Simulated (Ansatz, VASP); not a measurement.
Two plane-wave programs on WSe2

```
CELL_PARAMETERS angstrom
3.36576 0.00000 0.00000
-1.68288 2.91484 0.00000
0.00000 0.00000 7.10171
ATOMIC_POSITIONS crystal
W 0.00000 0.00000 0.00000
Se 0.33333 0.66667 0.23577
Se 0.33333 0.66667 0.76423
```

Alike in both runs: task relaxation of cell and atoms; functional PBE; dispersion D3(BJ); k mesh 12 × 12 × 4; occupations gaussian, width 0.02 eV; no spin polarisation.

```csv
,VASP,Ansatz
version,VASP 6.6.1,Ansatz 0.2.0
potentials or method,"VASP PAW PBE potentials, release 64 (W_sv, Se), cutoff 600 eV","scalar-relativistic, plane waves, PAW"
valence electrons in the cell,26,46
```

```tsv
	VASP	Ansatz	Ansatz less VASP
gap on the k mesh at the Fermi level, each at its own relaxed structure (eV)	1.25	1.26	+0.009
relaxed volume (Å³/atom)	21.76	21.75	-0.007
relaxed cell length with the largest relative difference (Å)	3.280	3.279	-0.0010
```

VASP's potentials hold 26 valence electrons a cell and Ansatz's 46, so a difference there can come from the potentials and not from the codes.

Spin-orbit coupling is off throughout.
